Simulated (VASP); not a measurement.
# TiAl (P4mm) in VASP: single point with r2SCAN

Aim: the single point of TiAl with r2SCAN.

Everything below comes from runs of VASP 6.6.1. Logs are shortened: lines on timing, memory, paths and dates and some standing lists are left out, and cuts for length are marked.

## (1) The cell of the first run

Symmetry: P4mm, No. 99, tetragonal system. Conventional cell: a = 3.179 Å, b = 3.179 Å, c = 3.179 Å, α = 90.00°, β = 90.00°, γ = 90.00°. Within 3.2 Å of Ti (site symmetry 4mm) lie 8 Al at 2.46 to 3.14 Å and 6 Ti at 3.18 Å. Al (site symmetry 4mm) has 8 Ti at 2.46 to 3.14 Å and 6 Al at 3.18 Å within 3.2 Å.

## (2) Single point, r2SCAN (atom 1 (Ti) moved by (-0.600, +0.000) A along y and z)

File POSCAR:

```
TiAl
1.0
    3.1790640000      0.0000000000      0.0000000000
    0.0000000000      3.1790640000      0.0000000000
    0.0000000000      0.0000000000      3.1790640000
Ti Al
1 1
Direct
    0.0000000000     -0.1887347974      0.0000000000
    0.5000000000      0.5000000000      0.5000000000
```

File INCAR.step1:

```
  ALGO = Normal
  EDIFF = 1E-4
  ENCUT = 520
  GGA = PE
  ISMEAR = 0
  LASPH = T
  LCHARG = F
  LREAL = F
  LWAVE = T
  NBANDS = 14
  NELM = 80
  PREC = Accurate
  SIGMA = 0.15
```

File INCAR.step2:

```
  ALGO = Normal
  EDIFF = 1E-6
  ENCUT = 520
  ISIF = 2
  ISMEAR = 0
  ISTART = 1
  LASPH = T
  LCHARG = T
  LELF = T
  LMIXTAU = T
  LREAL = F
  LVHAR = T
  LWAVE = F
  METAGGA = R2SCAN
  NBANDS = 14
  NELM = 80
  PREC = Accurate
  SIGMA = 0.15
```

File KPOINTS:

```
k-points
0
Gamma
  16 16 16
```

Potentials or basis: VASP PAW PBE potentials, release 64 (Ti_sv, Al).

Run with:

```console
$ cat potpaw_PBE.64/Ti_sv/POTCAR potpaw_PBE.64/Al/POTCAR > POTCAR
$ cp INCAR.step1 INCAR
$ mpirun -np 1 vasp_std > vasp.out
$ cp INCAR.step2 INCAR
$ mpirun -np 1 vasp_std > vasp.out
```

OUTCAR:

```text
EDIFF = 1E-6
   ENCUT = 520
   ISIF = 2
   ISMEAR = 0
   ISTART = 1
   LASPH = T
   LREAL = F
   METAGGA = R2SCAN
   NELM = 80
   PREC = Accurate

 ion  position               nearest neighbor table
   1  0.000  0.811  0.000-   2 2.46   2 2.46   2 2.46   2 2.46   2 3.14   2 3.14   2 3.14   2 3.14

   2  0.500  0.500  0.500-   1 2.46   1 2.46   1 2.46   1 2.46   1 3.14   1 3.14   1 3.14   1 3.14

  LATTYP: Found a simple cubic cell.
 ALAT       =     3.1790640000

  Lattice vectors:

 A1 = (   3.1790640000,   0.0000000000,   0.0000000000)
 A2 = (   0.0000000000,   3.1790640000,   0.0000000000)
 A3 = (   0.0000000000,   0.0000000000,   3.1790640000)

Analysis of symmetry for initial positions (statically):
=====================================================================
 Subroutine PRICEL returns:
 Original cell was already a primitive cell.

 Routine SETGRP: Setting up the symmetry group for a
 simple cubic supercell.

 Subroutine GETGRP returns: Found  8 space group operations
 (whereof  8 operations were pure point group operations)
 out of a pool of 48 trial point group operations.

The static configuration has the point symmetry C_4v.

Analysis of symmetry for dynamics (positions and initial velocities):
=====================================================================
 Subroutine PRICEL returns:
 Original cell was already a primitive cell.

 Routine SETGRP: Setting up the symmetry group for a
 simple cubic supercell.

 Subroutine GETGRP returns: Found  8 space group operations
 (whereof  8 operations were pure point group operations)
 out of a pool of 48 trial point group operations.

The dynamic configuration has the point symmetry C_4v.

 Subroutine INISYM returns: Found  8 space group operations
 (whereof  8 operations are pure point group operations),
 and found     1 'primitive' translations

----------------------------------------------------------------------------------------

                                     Primitive cell

  volume of cell :      32.1290

  direct lattice vectors                    reciprocal lattice vectors
     3.179064000  0.000000000  0.000000000     0.314557996  0.000000000  0.000000000
     0.000000000  3.179064000  0.000000000     0.000000000  0.314557996  0.000000000
     0.000000000  0.000000000  3.179064000     0.000000000  0.000000000  0.314557996

  length of vectors
     3.179064000  3.179064000  3.179064000     0.314557996  0.314557996  0.314557996

  position of ions in fractional coordinates (direct lattice)
     0.000000000  0.811265203  0.000000000
     0.500000000  0.500000000  0.500000000

  ion indices of the primitive-cell ions
   primitive index   ion index
                 1           1
                 2           2

----------------------------------------------------------------------------------------

 KPOINTS: k-points

Automatic generation of k-mesh.
 Grid dimensions read from file:
 generate k-points for:   16   16   16

 Generating k-lattice:

  Cartesian coordinates                     Fractional coordinates (reciprocal lattice)
     0.019659875  0.000000000  0.000000000     0.062500000  0.000000000  0.000000000
     0.000000000  0.019659875  0.000000000     0.000000000  0.062500000  0.000000000
     0.000000000  0.000000000  0.019659875     0.000000000  0.000000000  0.062500000

  Length of vectors
     0.019659875  0.019659875  0.019659875

  Shift w.r.t. Gamma in fractional coordinates (k-lattice)
     0.000000000  0.000000000  0.000000000

 Subroutine IBZKPT returns following result:
 ===========================================

 Found    405 irreducible k-points:

 Following reciprocal coordinates:
            Coordinates               Weight
  0.000000  0.000000  0.000000      1.000000
  0.062500  0.000000  0.000000      4.000000
  0.000000  0.062500  0.000000      2.000000
  0.125000  0.000000  0.000000      4.000000
  0.000000  0.125000  0.000000      2.000000
  0.187500  0.000000  0.000000      4.000000
[... 16 lines left out ...]
  0.187500  0.062500  0.000000      8.000000
  0.000000  0.187500  0.062500      8.000000
 [... further k-points ...]
   k-points           NKPTS =    405   k-points in BZ     NKDIM =    405   number of bands    NBANDS=     14
   number of dos      NEDOS =    301   number of ions     NIONS =      2
   total plane-waves  NPLWV =  13824
   dimension x,y,z NGX =    24 NGY =   24 NGZ =   24
   dimension x,y,z NGXF=    48 NGYF=   48 NGZF=   48
   ions per type =               1   1
   NGX,Y,Z   is equivalent  to a cutoff of  12.55, 12.55, 12.55 a.u.
   NGXF,Y,Z  is equivalent  to a cutoff of  25.10, 25.10, 25.10 a.u.
 SYSTEM =  unknown system
   PREC   = accura    normal or accurate (medium, high low for compatibility)
   ISTART =      1    job   : 0-new  1-cont  2-samecut
   ICHARG =      0    charge: 1-file 2-atom 10-const
   ISPIN  =      1    spin polarized calculation?
   LNONCOLLINEAR =      F non collinear calculations
   LSORBIT =      F    spin-orbit coupling
   LASPH  =      T    aspherical Exc in radial PAW
   ENCUT  =  520.0 eV  38.22 Ry    6.18 a.u.   5.91  5.91  5.91*2*pi/ulx,y,z
   NELM   =     80;   NELMIN=  2; NELMDL=  0     # of ELM steps
   EDIFF  = 0.1E-05   stopping-criterion for ELM
   LREAL  =      F    real-space projection
   EDIFFG = 0.1E-04   stopping-criterion for IOM
   NSW    =      0    number of steps for IOM
   IBRION =     -1    ionic relax: 0-MD 1-quasi-New 2-CG
   NFREE  =      0    steps in history (QN), initial steepest desc. (CG)
   ISIF   =      2    stress and relaxation
   ISYM   =      2    0-nonsym 1-usesym 2-fastsym
   POTIM  = 0.5000    time-step for ionic-motion
   TEBEG  =    0.0;   TEEND  =   0.0 temperature during run
   PSTRESS=    0.0 pullay stress
   NELECT =      15.0000    total number of electrons
   NUPDOWN=      -1.0000    fix difference up-down
   EMIN   =  10.00;   EMAX   =-10.00  energy-range for DOS
   EFERMI =   0.00;   METHOD = LEGACY
   ISMEAR =     0;   SIGMA  =   0.15  broadening in eV -4-tet -1-fermi 0-gaus
   EFERMI_NEDOS =   21; number of points for ismear=-14 and -15
   IALGO  =     38    algorithm
   IMIX   =      4    mixing-type and parameters
     AMIX     =   0.40;   BMIX     =  1.00
     AMIX_MAG =   1.60;   BMIX_MAG =  1.00
  volume/ion in A,a.u.               =      16.06       108.41
  Fermi-wavevector in a.u.,A,eV,Ry     =   1.270007  2.399964 21.945065  1.612917
  Thomas-Fermi vector in A             =   2.403017
   LORBIT       =      0    0 simple, 1 ext, 2 COOP (PROOUT), +10 PAW based schemes
   METAGGA = R2SCAN    functional components
   LHFCALC =     F    Hartree Fock is set to
   AEXX    =    0.0000 exact exchange contribution
   IVDW    =     0    specifies the selected vdW correction
   LEPSILON=     F    determine dielectric tensor
   LRPA    =     F    only Hartree local field effects (RPA)
 non-spin polarized calculation
 Gauss-broadening in eV      SIGMA  =   0.15
  energy-cutoff  :      520.00
  volume of cell :       32.13
 maximum number of plane-waves:       912
 NGX is ok and might be reduce to    24
   NGX = 11   NGY = 11   NGZ = 11

 number of electron      14.9999994 magnetization

 Free energy of the ion-electron system (eV)
  ---------------------------------------------------
  ext. energy  EPLUGINS =         0.00000000
  ---------------------------------------------------
  free energy    TOTEN  =       -19.17317255 eV

  energy without entropy =      -19.15152294  energy(sigma->0) =      -19.16234775

 E-fermi :   8.5756     XC(G=0): -11.8211

 val. band max:        8.5746043612   @ k =   0.3750   0.0625   0.0625
 cond. band min:       8.5813314434   @ k =   0.3125   0.1250   0.1250
 fundamental gap:      0.0067270821
 Fermi energy:         8.5755892071

 k-point     1 :       0.0000    0.0000    0.0000
  band No.  band energies     occupation
      1     -50.4455      2.00000
      2     -25.6500      2.00000
      3     -25.6500      2.00000
      4     -25.5936      2.00000
      5      -0.9729      2.00000
      6       6.8696      2.00000
      7       6.9527      2.00000
      8      10.3446      0.00000
      9      10.7156      0.00000
     10      10.7156      0.00000
     11      13.7662      0.00000
     12      13.7662      0.00000
     13      14.3084      0.00000
     14      17.5244      0.00000

 k-point     2 :       0.0625    0.0000    0.0000
  band No.  band energies     occupation
      1     -50.4449      2.00000
      2     -25.6577      2.00000
      3     -25.6494      2.00000
      4     -25.5930      2.00000
      5      -0.9061      2.00000
      6       6.8525      2.00000
      7       6.9786      2.00000
      8      10.2041      0.00000
      9      10.6417      0.00000
     10      10.7519      0.00000
     11      13.2754      0.00000
     12      13.9259      0.00000
     13      14.6720      0.00000
     14      17.4681      0.00000

 k-point     3 :       0.0000    0.0625    0.0000
  band No.  band energies     occupation
      1     -50.4449      2.00000
      2     -25.6494      2.00000
      3     -25.6494      2.00000
      4     -25.6006      2.00000
      5      -0.9094      2.00000
      6       6.8955      2.00000
      7       6.9210      2.00000
      8      10.3513      0.00000
      9      10.6241      0.00000
     10      10.6241      0.00000
     11      13.8808      0.00000
     12      13.8972      0.00000
     13      13.8972      0.00000
     14      18.0196      0.00000
[... 324 lines left out ...]
 k-point    23 :       0.1875    0.0625    0.0000
  band No.  band energies     occupation
      1     -50.4397      2.00000
      2     -25.7110      2.00000
      3     -25.6441      2.00000
      4     -25.5951      2.00000
      5      -0.3204      2.00000
      6       6.5732      2.00000
      7       7.1706      2.00000
      8       9.5418      0.00000
      9      10.0647      0.00000
     10      10.7701      0.00000
     11      11.9873      0.00000
     12      15.0628      0.00000
     13      15.1185      0.00000
     14      17.5758      0.00000

 k-point    24 :       0.0000    0.1875    0.0625
  band No.  band energies     occupation
      1     -50.4400      2.00000
      2     -25.6534      2.00000
      3     -25.6481      2.00000
      4     -25.6445      2.00000
      5      -0.3457      2.00000
      6       6.5684      2.00000
      7       7.0727      2.00000
      8       9.9931      0.00000
      9      10.0573      0.00000
     10      10.3623      0.00000
     11      12.4598      0.00000
     12      14.4573      0.00000
     13      14.8800      0.00000
     14      18.0588      0.00000

 [... further k-points ...]

------------------------ aborting loop because EDIFF is reached ----------------------------------------

  FORCE on cell =-STRESS in cart. coord.  units (eV):
  Direction    XX          YY          ZZ          XY          YZ          ZX
  --------------------------------------------------------------------------------------
  -------------------------------------------------------------------------------------
  Total        3.9020077      0.0025792      3.9020077      0.0000000      0.0000000      0.0000000
  in kB      194.5812038      0.1286177    194.5812038      0.0000000      0.0000000      0.0000000
  external PRESSURE =     129.7636751 kB  Pullay stress =       0.0000000 kB

 VOLUME and BASIS-vectors are now :
 -----------------------------------------------------------------------------
  energy-cutoff  :      520.00
  volume of cell :       32.13
      direct lattice vectors                 reciprocal lattice vectors
     3.179064000  0.000000000  0.000000000     0.314557996  0.000000000  0.000000000
     0.000000000  3.179064000  0.000000000     0.000000000  0.314557996  0.000000000
     0.000000000  0.000000000  3.179064000     0.000000000  0.000000000  0.314557996

 POSITION                                       TOTAL-FORCE (eV/Angst)
 -----------------------------------------------------------------------------------
      0.00000      2.57906      0.00000        -0.000000      3.538354      0.000000
      1.58953      1.58953      1.58953         0.000000     -3.538354     -0.000000
 -----------------------------------------------------------------------------------
    total drift:                                0.000000     -0.000242     -0.000001

  FREE ENERGIE OF THE ION-ELECTRON SYSTEM (eV)
  ---------------------------------------------------
  free  energy   TOTEN  =       -19.1731725535 eV

  energy  without entropy=      -19.1515229425  energy(sigma->0) =      -19.16234775
```

Wall time 4.2 min (1 thread of AMD EPYC 9R45 (Zen 5), shared host); peak memory 0.27 GiB.

What came out:

```
Free energy   : -19.1732 eV
Pressure      : 13.0 GPa
Largest force : 3.538 eV/Å
```

Forces in eV/Å, atoms in the order of the input:
```
Ti   0.000  3.538  0.000
Al   0.000 -3.538  0.000
```

Levels at points of the mesh, in eV from the Fermi level:
```tsv
k point	band 4	band 5	band 6	band 7	band 8	band 9	band 10	band 11
(0.00, 0.00, 0.00)	-34.17	-9.55	-1.71	-1.62	1.77	2.14	2.14	5.19
(0.50, 0.00, 0.00)	-34.15	-6.14	-5.23	-0.73	-0.10	0.72	2.37	3.21
(0.00, 0.50, 0.00)	-34.21	-6.42	-5.13	-0.92	0.63	0.63	1.95	3.46
(0.50, 0.50, 0.00)	-34.19	-4.76	-2.70	-2.22	-0.83	0.39	1.16	2.94
(0.50, 0.00, 0.50)	-34.14	-5.24	-2.22	-2.22	-1.03	1.52	1.52	3.04
(0.50, 0.50, 0.50)	-34.30	-3.46	-2.79	-2.79	1.09	2.63	2.63	2.98
```

Caveat: the cell differs from its parent crystal (atom 1 (Ti) moved by (-0.600, +0.000) A along y and z); the PAW data sets were made with another functional, which shifts forces and pressure a little.
